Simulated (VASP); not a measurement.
# GeSb4Te7 (P-3m1) in VASP: notebook

Runs on GeSb4Te7. Level: PBEsol. Tasks: single point.

Program: VASP 6.6.1. These are calculated values, not measurements. Logs are shortened: lines on timing, memory, paths and dates and some standing lists are left out, and cuts for length are marked.

### 1 The cell of the first run

The structure is trigonal, space group P-3m1 (No. 164). The conventional cell has a = 4.346 Å, b = 4.346 Å, c = 24.962 Å, α = 90.00°, β = 90.00°, γ = 120.00°. Within 4.0 Å of Te (site symmetry 3m) lie 3 Sb at 3.04 Å. Within 4.2 Å of Te (site symmetry -3m) lie 6 Sb at 3.22 Å. Within 4.0 Å of Te (site symmetry 3m) lie 3 Ge at 3.04 Å and 3 Sb at 3.23 Å. Within 4.0 Å of Te (site symmetry 3m) lie 3 Sb at 3.05 Å. Sb (site symmetry 3m) has 6 Te at 3.04 to 3.23 Å within 4.0 Å. Sb (site symmetry 3m) has 6 Te at 3.05 to 3.22 Å within 4.0 Å. Ge (site symmetry -3m) has 6 Te at 3.04 Å within 4.0 Å.

### 2 Single point, PBEsol

INCAR reads:

```
SYSTEM = GeSb4Te7
PREC = Accurate
ENCUT = 520
EDIFF = 1E-6
ISMEAR = -1
SIGMA = 0.05
LREAL = .FALSE.
LASPH = .TRUE.
NELM = 100
ALGO = Normal
ISIF = 2
LWAVE = .FALSE.
LCHARG = .TRUE.
GGA = PS
LELF = .TRUE.
LVHAR = .TRUE.
NBANDS = 50
```

KPOINTS reads:

```
Automatic mesh
0
G
  7 7 2
  0 0 0
```

POSCAR reads:

```
GeSb4Te7
1.0
    4.3457448926      0.0000000000      0.0000000000
   -2.1728724463      3.7635254753      0.0000000000
    0.0000000000      0.0000000000     24.9619969259
Te Sb Ge
7 4 1
Direct
    0.0000000000      0.0000000000      0.2810217100
    0.0000000000      0.0000000000      0.0000000000
    0.3333333333      0.6666666667      0.5686057000
    0.6666666667      0.3333333333      0.4313943000
    0.0000000000      0.0000000000      0.7189782900
    0.6666666667      0.3333333333      0.1502681300
    0.3333333333      0.6666666667      0.8497318700
    0.6666666667      0.3333333333      0.6502485000
    0.3333333333      0.6666666667      0.0811013800
    0.3333333333      0.6666666667      0.3497515000
    0.6666666667      0.3333333333      0.9188986200
    0.0000000000      0.0000000000      0.5000000000
```

Potentials or basis: VASP PAW PBE potentials, release 64 (Te, Sb, Ge_d).

The run is started by

```
cat potpaw_PBE.64/Te/POTCAR potpaw_PBE.64/Sb/POTCAR potpaw_PBE.64/Ge_d/POTCAR > POTCAR
mpirun -np 1 vasp_std > vasp.out
```

OUTCAR:

```text
SYSTEM = GeSb4Te7
   PREC = Accurate
   ENCUT = 520
   EDIFF = 1E-6
   ISMEAR = -1
   LREAL = .FALSE.
   LASPH = .TRUE.
   NELM = 100
   ISIF = 2
   GGA = PS

 ion  position               nearest neighbor table
   1  0.000  0.000  0.281-  10 3.04  10 3.04  10 3.04
   2  0.000  0.000  0.000-   9 3.22  11 3.22   9 3.22  11 3.22  11 3.22   9 3.22
   3  0.333  0.667  0.569-  12 3.04  12 3.04  12 3.04   8 3.23   8 3.23   8 3.23
   4  0.667  0.333  0.431-  12 3.04  12 3.04  12 3.04  10 3.23  10 3.23  10 3.23
   5  0.000  0.000  0.719-   8 3.04   8 3.04   8 3.04
   6  0.667  0.333  0.150-   9 3.05   9 3.05   9 3.05
   7  0.333  0.667  0.850-  11 3.05  11 3.05  11 3.05
   8  0.667  0.333  0.650-   5 3.04   5 3.04   5 3.04   3 3.23   3 3.23   3 3.23
   9  0.333  0.667  0.081-   6 3.05   6 3.05   6 3.05   2 3.22   2 3.22   2 3.22
  10  0.333  0.667  0.350-   1 3.04   1 3.04   1 3.04   4 3.23   4 3.23   4 3.23
  11  0.667  0.333  0.919-   7 3.05   7 3.05   7 3.05   2 3.22   2 3.22   2 3.22
  12  0.000  0.000  0.500-   3 3.04   4 3.04   3 3.04   4 3.04   4 3.04   3 3.04

  LATTYP: Found a hexagonal cell.
 ALAT       =     4.3457448926
 C/A-ratio  =     5.7440088047

  Lattice vectors:

 A1 = (   4.3457448926,   0.0000000000,   0.0000000000)
 A2 = (  -2.1728724463,   3.7635254753,   0.0000000000)
 A3 = (   0.0000000000,   0.0000000000,  24.9619969259)

Analysis of symmetry for initial positions (statically):
=====================================================================
 Subroutine PRICEL returns:
 Original cell was already a primitive cell.

 Routine SETGRP: Setting up the symmetry group for a
 hexagonal supercell.

 Subroutine GETGRP returns: Found 12 space group operations
 (whereof 12 operations were pure point group operations)
 out of a pool of 24 trial point group operations.

The static configuration has the point symmetry D_3d.

Analysis of symmetry for dynamics (positions and initial velocities):
=====================================================================
 Subroutine PRICEL returns:
 Original cell was already a primitive cell.

 Routine SETGRP: Setting up the symmetry group for a
 hexagonal supercell.

 Subroutine GETGRP returns: Found 12 space group operations
 (whereof 12 operations were pure point group operations)
 out of a pool of 24 trial point group operations.

The dynamic configuration has the point symmetry D_3d.

 Subroutine INISYM returns: Found 12 space group operations
 (whereof 12 operations are pure point group operations),
 and found     1 'primitive' translations

----------------------------------------------------------------------------------------

                                     Primitive cell

  volume of cell :     408.2615

  direct lattice vectors                    reciprocal lattice vectors
     4.345744893  0.000000000  0.000000000     0.230110148  0.132854156  0.000000000
    -2.172872446  3.763525475  0.000000000     0.000000000  0.265708312  0.000000000
     0.000000000  0.000000000 24.961996926     0.000000000  0.000000000  0.040060897

  length of vectors
     4.345744893  4.345744893 24.961996926     0.265708312  0.265708312  0.040060897

  position of ions in fractional coordinates (direct lattice)
     0.000000000  0.000000000  0.281021710
     0.000000000  0.000000000  0.000000000
     0.333333333  0.666666667  0.568605700
     0.666666667  0.333333333  0.431394300
     0.000000000  0.000000000  0.718978290
     0.666666667  0.333333333  0.150268130
     0.333333333  0.666666667  0.849731870
     0.666666667  0.333333333  0.650248500
     0.333333333  0.666666667  0.081101380
     0.333333333  0.666666667  0.349751500
     0.666666667  0.333333333  0.918898620
     0.000000000  0.000000000  0.500000000

  ion indices of the primitive-cell ions
   primitive index   ion index
                 1           1
                 2           2
                 3           3
                 4           4
                 5           5
                 6           6
                 7           7
                 8           8
                 9           9
                10          10
                11          11
                12          12

----------------------------------------------------------------------------------------

 KPOINTS: Automatic mesh

Automatic generation of k-mesh.
 Grid dimensions read from file:
 generate k-points for:    7    7    2

 Generating k-lattice:

  Cartesian coordinates                     Fractional coordinates (reciprocal lattice)
     0.032872878  0.018979165  0.000000000     0.142857143  0.000000000  0.000000000
     0.000000000  0.037958330  0.000000000     0.000000000  0.142857143  0.000000000
     0.000000000  0.000000000  0.020030449     0.000000000  0.000000000  0.500000000

  Length of vectors
     0.037958330  0.037958330  0.020030449

  Shift w.r.t. Gamma in fractional coordinates (k-lattice)
     0.000000000  0.000000000  0.000000000

 Subroutine IBZKPT returns following result:
 ===========================================

 Found     16 irreducible k-points:

 Following reciprocal coordinates:
            Coordinates               Weight
  0.000000  0.000000  0.000000      1.000000
  0.142857 -0.000000  0.000000      6.000000
  0.285714 -0.000000  0.000000      6.000000
  0.428571  0.000000  0.000000      6.000000
  0.142857  0.142857  0.000000      6.000000
  0.285714  0.142857  0.000000     12.000000
[... 8 lines left out ...]
  0.428571  0.142857  0.500000      6.000000
  0.285714  0.285714  0.500000      6.000000
   k-points           NKPTS =     16   k-points in BZ     NKDIM =     16   number of bands    NBANDS=     50
   number of dos      NEDOS =    301   number of ions     NIONS =     12
   total plane-waves  NPLWV = 196608
   dimension x,y,z NGX =    32 NGY =   32 NGZ =  192
   dimension x,y,z NGXF=    64 NGYF=   64 NGZF=  384
   ions per type =               7   4   1
   NGX,Y,Z   is equivalent  to a cutoff of  12.24, 12.24, 12.79 a.u.
   NGXF,Y,Z  is equivalent  to a cutoff of  24.48, 24.48, 25.57 a.u.
 SYSTEM =  GeSb4Te7
   PREC   = accura    normal or accurate (medium, high low for compatibility)
   ISTART =      0    job   : 0-new  1-cont  2-samecut
   ICHARG =      2    charge: 1-file 2-atom 10-const
   ISPIN  =      1    spin polarized calculation?
   LNONCOLLINEAR =      F non collinear calculations
   LSORBIT =      F    spin-orbit coupling
   LASPH  =      T    aspherical Exc in radial PAW
   ENCUT  =  520.0 eV  38.22 Ry    6.18 a.u.   8.08  8.08 46.41*2*pi/ulx,y,z
   NELM   =    100;   NELMIN=  2; NELMDL= -5     # of ELM steps
   EDIFF  = 0.1E-05   stopping-criterion for ELM
   LREAL  =      F    real-space projection
   EDIFFG = 0.1E-04   stopping-criterion for IOM
   NSW    =      0    number of steps for IOM
   IBRION =     -1    ionic relax: 0-MD 1-quasi-New 2-CG
   NFREE  =      0    steps in history (QN), initial steepest desc. (CG)
   ISIF   =      2    stress and relaxation
   ISYM   =      2    0-nonsym 1-usesym 2-fastsym
   POTIM  = 0.5000    time-step for ionic-motion
   TEBEG  =    0.0;   TEEND  =   0.0 temperature during run
   PSTRESS=    0.0 pullay stress
   NELECT =      76.0000    total number of electrons
   NUPDOWN=      -1.0000    fix difference up-down
   EMIN   =  10.00;   EMAX   =-10.00  energy-range for DOS
   EFERMI =   0.00;   METHOD = LEGACY
   ISMEAR =    -1;   SIGMA  =   0.05  broadening in eV -4-tet -1-fermi 0-gaus
   EFERMI_NEDOS =   21; number of points for ismear=-14 and -15
   IALGO  =     38    algorithm
   IMIX   =      4    mixing-type and parameters
     AMIX     =   0.40;   BMIX     =  1.00
     AMIX_MAG =   1.60;   BMIX_MAG =  1.00
  volume/ion in A,a.u.               =      34.02       229.59
  Fermi-wavevector in a.u.,A,eV,Ry     =   0.934760  1.766439 11.888435  0.873775
  Thomas-Fermi vector in A             =   2.061597
   LORBIT       =      0    0 simple, 1 ext, 2 COOP (PROOUT), +10 PAW based schemes
   GGA     = PS    functional components
   LHFCALC =     F    Hartree Fock is set to
   AEXX    =    0.0000 exact exchange contribution
   IVDW    =     0    specifies the selected vdW correction
   LEPSILON=     F    determine dielectric tensor
   LRPA    =     F    only Hartree local field effects (RPA)
 non-spin polarized calculation
  energy-cutoff  :      520.00
  volume of cell :      408.26
 maximum number of plane-waves:     11032
   NGX = 17   NGY = 17   NGZ = 93

 number of electron      75.9999986 magnetization

 Free energy of the ion-electron system (eV)
  ---------------------------------------------------
  ext. energy  EPLUGINS =         0.00000000
  ---------------------------------------------------
  free energy    TOTEN  =       -48.89571046 eV

  energy without entropy =      -48.89525764  energy(sigma->0) =      -48.89548405

 E-fermi :   5.3773     XC(G=0):  -9.1093

 val. band max:        5.1744517807   @ k =   0.0000   0.0000   0.5000
 cond. band min:       5.5521681010   @ k =   0.0000   0.0000   0.5000
 fundamental gap:      0.3777163203
 Fermi energy:         5.3772896497

 k-point     1 :       0.0000    0.0000    0.0000
  band No.  band energies     occupation
      1     -19.4437      2.00000
      2     -19.4437      2.00000
      3     -19.4414      2.00000
      4     -19.4381      2.00000
      5     -19.4381      2.00000
      6      -7.4320      2.00000
[... 42 lines left out ...]
     49       7.0059      0.00000
     50       7.0218      0.00000

 k-point     2 :       0.1429   -0.0000    0.0000
  band No.  band energies     occupation
      1     -19.4441      2.00000
      2     -19.4437      2.00000
      3     -19.4412      2.00000
      4     -19.4382      2.00000
      5     -19.4379      2.00000
      6      -7.2594      2.00000
[... 734 lines left out ...]
 k-point    16 :       0.2857    0.2857    0.5000
  band No.  band energies     occupation
      1     -19.4450      2.00000
      2     -19.4443      2.00000
      3     -19.4402      2.00000
      4     -19.4377      2.00000
      5     -19.4370      2.00000
      6      -5.7137      2.00000
[... 42 lines left out ...]
     49       8.7783      0.00000
     50       8.8599      0.00000

------------------------ aborting loop because EDIFF is reached ----------------------------------------

  FORCE on cell =-STRESS in cart. coord.  units (eV):
  Direction    XX          YY          ZZ          XY          YZ          ZX
  --------------------------------------------------------------------------------------
  -------------------------------------------------------------------------------------
  Total       -8.0684668     -8.0684668     -8.3946334      0.0000000      0.0000000      0.0000000
  in kB      -31.6638109    -31.6638109    -32.9438161      0.0000000      0.0000000      0.0000000
  external PRESSURE =     -32.0904793 kB  Pullay stress =       0.0000000 kB

 VOLUME and BASIS-vectors are now :
 -----------------------------------------------------------------------------
  energy-cutoff  :      520.00
  volume of cell :      408.26
      direct lattice vectors                 reciprocal lattice vectors
     4.345744893  0.000000000  0.000000000     0.230110148  0.132854156  0.000000000
    -2.172872446  3.763525475  0.000000000     0.000000000  0.265708312  0.000000000
     0.000000000  0.000000000 24.961996926     0.000000000  0.000000000  0.040060897

 POSITION                                       TOTAL-FORCE (eV/Angst)
 -----------------------------------------------------------------------------------
      0.00000      0.00000      7.01486         0.000000     -0.000000      0.264643
      0.00000      0.00000      0.00000         0.000000      0.000000     -0.000000
     -0.00000      2.50902     14.19353         0.000000      0.000000      0.011774
      2.17287      1.25451     10.76846        -0.000000      0.000000     -0.011774
      0.00000      0.00000     17.94713        -0.000000      0.000000     -0.264643
      2.17287      1.25451      3.75099         0.000000      0.000000     -0.278049
     -0.00000      2.50902     21.21100         0.000000      0.000000      0.278049
      2.17287      1.25451     16.23150         0.000000      0.000000      0.034241
     -0.00000      2.50902      2.02445        -0.000000      0.000000      0.005546
     -0.00000      2.50902      8.73050         0.000000     -0.000000     -0.034241
      2.17287      1.25451     22.93754        -0.000000     -0.000000     -0.005546
      0.00000      0.00000     12.48100         0.000000      0.000000     -0.000000
 -----------------------------------------------------------------------------------
    total drift:                                0.000000      0.000000      0.000000

  FREE ENERGIE OF THE ION-ELECTRON SYSTEM (eV)
  ---------------------------------------------------
  free  energy   TOTEN  =       -48.8957104640 eV

  energy  without entropy=      -48.8952576437  energy(sigma->0) =      -48.89548405
```

Wall time 4.6 min (1 thread of AMD EPYC 9R45 (Zen 5), shared host); peak memory 0.6 GiB.

What came out:

```
Free energy            : -48.8957 eV
Pressure               : -3.2 GPa
Largest force          : 0.278 eV/Å
Band gap on the k mesh : 0.38 eV, direct
```

Forces in eV/Å, atoms in the order of the input:
```
Te   0.000  0.000  0.265
Te   0.000  0.000  0.000
Te   0.000  0.000  0.012
Te   0.000  0.000 -0.012
Te   0.000  0.000 -0.265
Te   0.000  0.000 -0.278
Te   0.000  0.000  0.278
Sb   0.000  0.000  0.034
Sb   0.000  0.000  0.006
Sb   0.000  0.000 -0.034
Sb   0.000  0.000 -0.006
Ge   0.000  0.000  0.000
```

Levels at points of the mesh, in eV from the valence-band top:
```
           k point  band 35  band 36  band 37  band 38  band 39  band 40  band 41  band 42
(0.00, 0.00, 0.00)    -0.88    -0.88    -0.26    -0.08     0.49     0.54     0.72     0.72
(0.00, 0.00, 0.50)    -0.87    -0.87    -0.34     0.00     0.38     0.63     0.69     0.69
```

Caveat: the PAW data sets were made with another functional, which shifts forces and pressure a little; spin-orbit coupling is left out, which moves the levels of the heavy elements; this functional lacks dispersion, which binds the layers, so the pressure and a relaxed spacing across them are unreliable.

[end of part 1 of 3]
